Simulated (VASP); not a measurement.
Sb:

```xyz
3
Lattice="5.3883 0.0000 0.0000 -2.6942 4.6664 0.0000 0.0000 0.0000 3.3408" Properties=species:S:1:pos:R:3 pbc="T T T"
Sb    0.0000    0.0000    0.0000
Sb    0.0000    3.1109    1.6704
Sb    2.6942    1.5555    1.6704
```

* Program: VASP 6.6.1
* Task: relaxation of cell and atoms
* Functional: PBE
* Potentials or basis: VASP PAW PBE potentials, release 64 (Sb)
* Cutoff: 600 eV
* k mesh: 7 × 7 × 9
* Occupations: fermi-dirac, width 0.1 eV
* Spin: no spin polarisation

At the start: pressure -1.0 GPa; volume 28.00 Å³/atom.

**Question.** How do energy, volume and symmetry change on relaxing?

**Answer.** Over 11 steps the energy falls by 8.4 meV/atom and the volume is 27.56 Å³/atom (-1.6 %); space group P6/mmm (No. 191, to 0.05 Å).

The path:
```
step  energy change (eV)  largest force (eV/Å)  pressure (GPa)  volume (Å³)
   1              0.0000                0.0000           -0.97        84.00
   2             -0.0138                0.0000            0.43        81.96
   3             -0.0141                0.0000            0.63        81.71
   4             -0.0226                0.0000            0.38        82.11
   5             -0.0239                0.0000            0.17        82.51
   6             -0.0248                0.0000            0.26        82.34
   7             -0.0249                0.0000            0.24        82.36
   8             -0.0250                0.0000           -0.16        82.90
   9             -0.0251                0.0000            0.02        82.66
  10             -0.0251                0.0000            0.02        82.67
  11             -0.0251                0.0000            0.00        82.69
```

Final structure:
```xyz
3
Lattice="5.4506 0.0000 0.0000 -2.7253 4.7203 0.0000 0.0000 0.0000 3.2138" Properties=species:S:1:pos:R:3 pbc="T T T"
Sb    0.0000    0.0000    0.0000
Sb    0.0000    3.1469    1.6069
Sb    2.7253    1.5734    1.6069
```
